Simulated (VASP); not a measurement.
## NaAl2: single point with PBE

Crystal: NaAl2.

```xyz
3
Lattice="-2.1877 2.1877 3.9802 2.1877 -2.1877 3.9802 2.1877 2.1877 -3.9802" Properties=species:S:1:pos:R:3 pbc="T T T"
Na    0.0000    0.0000    0.0000
Al    0.0000    2.1877    1.9901
Al    0.0000    0.0000    3.9802
```

| Item | Value |
| --- | --- |
| Program | VASP 6.6.1 |
| Task | single point |
| Functional | PBE |
| Potentials or basis | VASP PAW PBE potentials, release 64 (Na_pv, Al) |
| Cutoff | 500 eV |
| k mesh | 4 × 4 × 4 |
| Occupations | methfessel-paxton, width 0.017 eV |
| Spin | no spin polarisation |
| Dipole correction | no |
| Further INCAR settings | ALGO = Normal; EDIFF = 1e-06; NBANDS = 14 |

| Quantity | Value |
| --- | --- |
| Pressure | -2.2 GPa |
| Band gap on the k mesh | zero (an odd number of electrons rules out a gap without spin polarisation) |

Stress tensor (GPa, compression positive):
```
-1.09  0.00  0.00
 0.00 -1.09  0.00
 0.00  0.00 -4.50
```

Levels at points of the mesh, in eV from the Fermi level:
| k point | band 4 | band 5 | band 6 | band 7 | band 8 | band 9 | band 10 | band 11 |
| --- | --- | --- | --- | --- | --- | --- | --- | --- |
| (0.00, 0.00, 0.00) | -7.31 | 0.14 | 1.05 | 1.60 | 1.60 | 2.40 | 2.40 | 3.00 |
| (0.50, 0.00, 0.00) | -5.69 | -3.93 | -0.60 | 0.38 | 1.12 | 3.47 | 3.61 | 5.94 |
| (0.50, 0.50, 0.00) | -4.27 | -4.14 | -1.37 | -1.03 | 0.62 | 0.71 | 5.45 | 5.49 |
| (0.50, 0.50, 0.50) | -5.24 | -5.10 | 0.00 | 0.00 | 1.92 | 2.17 | 7.10 | 7.10 |

It took 12 s on 1 thread of Intel(R) Xeon(R) Platinum 8375C CPU @ 2.90GHz (Ice Lake), on a shared host, peak memory 0.23 GiB.

Caveat: the k points lie up to 0.41 Å⁻¹ apart, too coarse for converged energies and pressures of a metal.
